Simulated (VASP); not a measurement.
# Pb (Fm-3m) in VASP: single point with LDA

Aim: the single point of Pb with LDA.

Program: VASP 6.6.1. These are calculated values, not measurements. Logs are shortened: lines on timing, memory, paths and dates and some standing lists are left out, and cuts for length are marked.

## 1. The cell of the first run

The structure is cubic, space group Fm-3m (No. 225). Conventional cell: a = 4.882 Å, b = 4.882 Å, c = 4.882 Å, α = 90.00°, β = 90.00°, γ = 90.00°. Pb (site symmetry m-3m) has 12 Pb at 3.45 Å within 4.5 Å.

## 2. Single point, LDA

Input file INCAR:

```
SYSTEM = Pb
PREC = Accurate ; ENCUT = 500
EDIFF = 1E-6 ; ISMEAR = 0
SIGMA = 0.1 ; LREAL = .False.
LASPH = .True. ; NELM = 120
ALGO = Normal ; ISIF = 2
LWAVE = .False. ; LCHARG = .False.
GGA = CA ; NBANDS = 13
GGA_COMPAT = .False.
```

Input file KPOINTS:

```
Automatic mesh
0
Gamma
  14 14 14
  0 0 0
```

Input file POSCAR:

```
Pb
1.0
    0.0000000000      2.4410409590      2.4410409590
    2.4410409590      0.0000000000      2.4410409590
    2.4410409590      2.4410409590      0.0000000000
Pb
1
Direct
    0.0000000000      0.0000000000      0.0000000000
```

Potentials or basis: VASP PAW LDA potentials, release 64 (Pb_d).

Command:

```sh
> cat potpaw_LDA.64/Pb_d/POTCAR > POTCAR
> mpirun -np 1 vasp_std > vasp.out
```

OUTCAR:

```text
SYSTEM = Pb
   PREC = Accurate
   ENCUT = 500
   EDIFF = 1E-6
   ISMEAR = 0
   LREAL = .False.
   LASPH = .True.
   NELM = 120
   ISIF = 2
   GGA = CA

 ion  position               nearest neighbor table
   1  0.000  0.000  0.000-

  LATTYP: Found a face centered cubic cell.
 ALAT       =     4.8820819180

  Lattice vectors:

 A1 = (   0.0000000000,   2.4410409590,   2.4410409590)
 A2 = (   2.4410409590,   0.0000000000,   2.4410409590)
 A3 = (   2.4410409590,   2.4410409590,   0.0000000000)

Analysis of symmetry for initial positions (statically):
=====================================================================
 Subroutine PRICEL returns:
 Original cell was already a primitive cell.

 Routine SETGRP: Setting up the symmetry group for a
 face centered cubic supercell.

 Subroutine GETGRP returns: Found 48 space group operations
 (whereof 48 operations were pure point group operations)
 out of a pool of 48 trial point group operations.

The static configuration has the point symmetry O_h .

Analysis of symmetry for dynamics (positions and initial velocities):
=====================================================================
 Subroutine PRICEL returns:
 Original cell was already a primitive cell.

 Routine SETGRP: Setting up the symmetry group for a
 face centered cubic supercell.

 Subroutine GETGRP returns: Found 48 space group operations
 (whereof 48 operations were pure point group operations)
 out of a pool of 48 trial point group operations.

The dynamic configuration has the point symmetry O_h .

 Subroutine INISYM returns: Found 48 space group operations
 (whereof 48 operations are pure point group operations),
 and found     1 'primitive' translations

----------------------------------------------------------------------------------------

                                     Primitive cell

  volume of cell :      29.0908

  direct lattice vectors                    reciprocal lattice vectors
     0.000000000  2.441040959  2.441040959    -0.204830647  0.204830647  0.204830647
     2.441040959  0.000000000  2.441040959     0.204830647 -0.204830647  0.204830647
     2.441040959  2.441040959  0.000000000     0.204830647  0.204830647 -0.204830647

  length of vectors
     3.452153231  3.452153231  3.452153231     0.354777088  0.354777088  0.354777088

  position of ions in fractional coordinates (direct lattice)
     0.000000000  0.000000000  0.000000000

  ion indices of the primitive-cell ions
   primitive index   ion index
                 1           1

----------------------------------------------------------------------------------------

 KPOINTS: Automatic mesh

Automatic generation of k-mesh.
 Grid dimensions read from file:
 generate k-points for:   14   14   14

 Generating k-lattice:

  Cartesian coordinates                     Fractional coordinates (reciprocal lattice)
    -0.014630761  0.014630761  0.014630761     0.071428571  0.000000000  0.000000000
     0.014630761 -0.014630761  0.014630761     0.000000000  0.071428571  0.000000000
     0.014630761  0.014630761 -0.014630761     0.000000000  0.000000000  0.071428571

  Length of vectors
     0.025341221  0.025341221  0.025341221

  Shift w.r.t. Gamma in fractional coordinates (k-lattice)
     0.000000000  0.000000000  0.000000000

 Subroutine IBZKPT returns following result:
 ===========================================

 Found    104 irreducible k-points:

 Following reciprocal coordinates:
            Coordinates               Weight
  0.000000  0.000000  0.000000      1.000000
  0.071429  0.000000  0.000000      8.000000
  0.142857  0.000000  0.000000      8.000000
  0.214286  0.000000  0.000000      8.000000
  0.285714  0.000000  0.000000      8.000000
  0.357143  0.000000  0.000000      8.000000
[... 16 lines left out ...]
  0.214286  0.142857  0.000000     24.000000
  0.285714  0.142857  0.000000     24.000000
 [... further k-points ...]
   k-points           NKPTS =    104   k-points in BZ     NKDIM =    104   number of bands    NBANDS=     13
   number of dos      NEDOS =    301   number of ions     NIONS =      1
   total plane-waves  NPLWV =  21952
   dimension x,y,z NGX =    28 NGY =   28 NGZ =   28
   dimension x,y,z NGXF=    56 NGYF=   56 NGZF=   56
   ions per type =               1
   NGX,Y,Z   is equivalent  to a cutoff of  13.48, 13.48, 13.48 a.u.
   NGXF,Y,Z  is equivalent  to a cutoff of  26.97, 26.97, 26.97 a.u.
 SYSTEM =  Pb
   PREC   = accura    normal or accurate (medium, high low for compatibility)
   ISTART =      0    job   : 0-new  1-cont  2-samecut
   ICHARG =      2    charge: 1-file 2-atom 10-const
   ISPIN  =      1    spin polarized calculation?
   LNONCOLLINEAR =      F non collinear calculations
   LSORBIT =      F    spin-orbit coupling
   LASPH  =      T    aspherical Exc in radial PAW
   ENCUT  =  500.0 eV  36.75 Ry    6.06 a.u.   6.29  6.29  6.29*2*pi/ulx,y,z
   NELM   =    120;   NELMIN=  2; NELMDL= -5     # of ELM steps
   EDIFF  = 0.1E-05   stopping-criterion for ELM
   LREAL  =      F    real-space projection
   EDIFFG = 0.1E-04   stopping-criterion for IOM
   NSW    =      0    number of steps for IOM
   IBRION =     -1    ionic relax: 0-MD 1-quasi-New 2-CG
   NFREE  =      0    steps in history (QN), initial steepest desc. (CG)
   ISIF   =      2    stress and relaxation
   ISYM   =      2    0-nonsym 1-usesym 2-fastsym
   POTIM  = 0.5000    time-step for ionic-motion
   TEBEG  =    0.0;   TEEND  =   0.0 temperature during run
   PSTRESS=    0.0 pullay stress
   NELECT =      14.0000    total number of electrons
   NUPDOWN=      -1.0000    fix difference up-down
   EMIN   =  10.00;   EMAX   =-10.00  energy-range for DOS
   EFERMI =   0.00;   METHOD = LEGACY
   ISMEAR =     0;   SIGMA  =   0.10  broadening in eV -4-tet -1-fermi 0-gaus
   EFERMI_NEDOS =   21; number of points for ismear=-14 and -15
   IALGO  =     38    algorithm
   IMIX   =      4    mixing-type and parameters
     AMIX     =   0.40;   BMIX     =  1.00
     AMIX_MAG =   1.60;   BMIX_MAG =  1.00
  volume/ion in A,a.u.               =      29.09       196.31
  Fermi-wavevector in a.u.,A,eV,Ry     =   1.282919  2.424365 22.393560  1.645880
  Thomas-Fermi vector in A             =   2.415202
   LORBIT       =      0    0 simple, 1 ext, 2 COOP (PROOUT), +10 PAW based schemes
   GGA     = CA    functional components
   LHFCALC =     F    Hartree Fock is set to
   AEXX    =    0.0000 exact exchange contribution
   IVDW    =     0    specifies the selected vdW correction
   LEPSILON=     F    determine dielectric tensor
   LRPA    =     F    only Hartree local field effects (RPA)
 non-spin polarized calculation
 Gauss-broadening in eV      SIGMA  =   0.10
  energy-cutoff  :      500.00
  volume of cell :       29.09
 maximum number of plane-waves:       754
 NGX is ok and might be reduce to    28
   NGX = 13   NGY = 13   NGZ = 13

 number of electron      13.9999999 magnetization

 Free energy of the ion-electron system (eV)
  ---------------------------------------------------
  ext. energy  EPLUGINS =         0.00000000
  ---------------------------------------------------
  free energy    TOTEN  =        -4.25779438 eV

  energy without entropy =       -4.25579360  energy(sigma->0) =       -4.25679399

 E-fermi :   7.5362     XC(G=0): -10.6547

 val. band max:        7.5150875847   @ k =  -0.2857   0.2857   0.0714
 cond. band min:       7.5822539081   @ k =   0.3571   0.2143   0.0000
 fundamental gap:      0.0671663234
 Fermi energy:         7.5362381453

 k-point     1 :       0.0000    0.0000    0.0000
  band No.  band energies     occupation
      1      -9.5564      2.00000
      2      -9.5564      2.00000
      3      -9.5564      2.00000
      4      -9.3943      2.00000
      5      -9.3943      2.00000
      6      -4.5696      2.00000
      7      15.1650      0.00000
      8      15.1650      0.00000
      9      15.1650      0.00000
     10      17.3327      0.00000
     11      19.4858      0.00000
     12      20.3110      0.00000
     13      20.3110      0.00000

 k-point     2 :       0.0714    0.0000    0.0000
  band No.  band energies     occupation
      1      -9.5568      2.00000
      2      -9.5479      2.00000
      3      -9.5479      2.00000
      4      -9.3950      2.00000
      5      -9.3950      2.00000
      6      -4.4671      2.00000
      7      13.9511      0.00000
      8      15.0375      0.00000
      9      15.0375      0.00000
     10      17.1375      0.00000
     11      19.9402      0.00000
     12      20.5355      0.00000
     13      20.5355      0.00000

 k-point     3 :       0.1429    0.0000    0.0000
  band No.  band energies     occupation
      1      -9.5589      2.00000
      2      -9.5286      2.00000
      3      -9.5286      2.00000
      4      -9.3923      2.00000
      5      -9.3923      2.00000
      6      -4.1590      2.00000
      7      11.7166      0.00000
      8      14.7118      0.00000
      9      14.7118      0.00000
     10      16.9174      0.00000
     11      20.5026      0.00000
     12      21.0613      0.00000
     13      21.0705      0.00000
[... 305 lines left out ...]
 k-point    23 :       0.2143    0.1429    0.0000
  band No.  band energies     occupation
      1      -9.6035      2.00000
      2      -9.4753      2.00000
      3      -9.4671      2.00000
      4      -9.4404      2.00000
      5      -9.3501      2.00000
      6      -3.6464      2.00000
      7      10.9454      0.00000
      8      12.7879      0.00000
      9      13.1627      0.00000
     10      16.2825      0.00000
     11      17.3013      0.00000
     12      22.0857      0.00000
     13      22.8621      0.00000

 k-point    24 :       0.2857    0.1429    0.0000
  band No.  band energies     occupation
      1      -9.6048      2.00000
      2      -9.4904      2.00000
      3      -9.4579      2.00000
      4      -9.4111      2.00000
      5      -9.3158      2.00000
      6      -3.0692      2.00000
      7       8.8212      0.00000
      8      12.3516      0.00000
      9      12.6691      0.00000
     10      16.0879      0.00000
     11      17.7459      0.00000
     12      21.7006      0.00000
     13      22.1692      0.00000

 [... further k-points ...]

------------------------ aborting loop because EDIFF is reached ----------------------------------------

  FORCE on cell =-STRESS in cart. coord.  units (eV):
  Direction    XX          YY          ZZ          XY          YZ          ZX
  --------------------------------------------------------------------------------------
  -------------------------------------------------------------------------------------
  Total        0.0102107      0.0102107      0.0102107      0.0000000      0.0000000      0.0000000
  in kB        0.5623530      0.5623530      0.5623530      0.0000000      0.0000000      0.0000000
  external PRESSURE =       0.5623530 kB  Pullay stress =       0.0000000 kB

 VOLUME and BASIS-vectors are now :
 -----------------------------------------------------------------------------
  energy-cutoff  :      500.00
  volume of cell :       29.09
      direct lattice vectors                 reciprocal lattice vectors
     0.000000000  2.441040959  2.441040959    -0.204830647  0.204830647  0.204830647
     2.441040959  0.000000000  2.441040959     0.204830647 -0.204830647  0.204830647
     2.441040959  2.441040959  0.000000000     0.204830647  0.204830647 -0.204830647

 POSITION                                       TOTAL-FORCE (eV/Angst)
 -----------------------------------------------------------------------------------
      0.00000      0.00000      0.00000         0.000000     -0.000000     -0.000000
 -----------------------------------------------------------------------------------
    total drift:                               -0.000000     -0.000000     -0.000000

  FREE ENERGIE OF THE ION-ELECTRON SYSTEM (eV)
  ---------------------------------------------------
  free  energy   TOTEN  =        -4.2577943778 eV

  energy  without entropy=       -4.2557936034  energy(sigma->0) =       -4.25679399
```

Run time: 29 s. Hardware: 1 thread of Intel Xeon Platinum 8259CL at 2.50GHz (Skylake/Cascade Lake), shared host; peak memory 0.16 GiB.

What came out:

```yaml
Free_energy: -4.2578 eV
Pressure: 0.1 GPa
Band_gap_on_the_k_mesh: zero (bands 7 and 8 overlap by 9.31 eV)
```

Caveat: spin-orbit coupling is left out, which moves the levels of the heavy elements.

The gap in the log of VASP goes by the Fermi energy; the results here count the filled bands.